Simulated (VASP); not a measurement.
Runs of VASP 6.6.1 on WC (Qusongite). The structure is that of space group P-6m2 (No. 187), or close to it. The cells are those of the table. 

| cell | gap on the mesh (eV) | pressure (GPa) |
| --- | --- | --- |
| a = 2.827, b = 2.827, c = 2.759 Å, angles 90.0, 90.0, 120.0°, 2 atoms | none | (b) |
| a = 2.957, b = 2.957, c = 2.886 Å, angles 90.0, 90.0, 120.0°, 2 atoms | none | (a) |
| a = 2.982, b = 2.982, c = 2.910 Å, angles 90.0, 90.0, 120.0°, 2 atoms | none | -20.4 |
| a = 2.854, b = 2.854, c = 2.785 Å, angles 90.0, 90.0, 120.0°, 2 atoms | none | 32.4 |
| a = 2.932, b = 2.932, c = 2.862 Å, angles 90.0, 90.0, 120.0°, 2 atoms | none | -3.5 |

Alike in all rows: task single point; level PBE; potentials or basis VASP PAW PBE potentials, release 64 (W_sv, C); no spin polarisation; k mesh 11 × 11 × 10; cutoff (eV) 520; smearing methfessel-paxton 0.1 eV.

**Question.** Fill in the values left out.

**Answer.** (a) -12.6; (b) 48.1.

Caveats: spin-orbit coupling is left out, which moves the levels of the heavy elements.

A k mesh can miss the band edges, and the runs leave out spin-orbit coupling on W.

A gap of «none» marks levels without a gap at the run's occupations.
